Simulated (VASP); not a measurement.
A run of VASP 6.6.1 is set up as follows.

The input INCAR:

```
SYSTEM = Ba
PREC = Accurate ; ENCUT = 600
EDIFF = 1E-6 ; ISMEAR = 0
SIGMA = 0.1 ; LREAL = .FALSE.
LASPH = .TRUE. ; NELM = 80
ALGO = Normal ; ISIF = 3
LWAVE = .FALSE. ; LCHARG = .FALSE.
GGA = PE ; IBRION = 2
NSW = 80 ; EDIFFG = -0.05
```

KPOINTS

```
regular mesh
0
G
  8 8 8
  0 0 0
```

Contents of POSCAR:

```
Ba
1.0
   -2.0720373834      2.0720373834      1.9372622525
    2.0720373834     -2.0720373834      1.9372622525
    2.0720373834      2.0720373834     -1.9372622525
Ba
1
Direct
    0.0000000000      0.0000000000      0.0000000000
```

Potentials or basis: VASP PAW PBE potentials, release 64 (Ba_sv).

Command:

```sh
$ cat potpaw_PBE.64/Ba_sv/POTCAR > POTCAR
$ mpirun -np 1 vasp_std > vasp.out
```

Estimate the band gap on the k mesh.

zero (bands 5 and 6 overlap by 1.00 eV).

Predict the relaxed cell.

a = 4.352 Å, b = 4.352 Å, c = 4.352 Å, α = 108.70°, β = 108.70°, γ = 111.03°.

Final structure:
```
CELL_PARAMETERS angstrom
-2.53676 2.53676 2.46424
2.53676 -2.53676 2.46424
2.53676 2.53676 -2.46424
ATOMIC_POSITIONS crystal
Ba 0.00000 0.00000 0.00000
```

Caveat: spin-orbit coupling is left out, which moves the levels of the heavy elements.
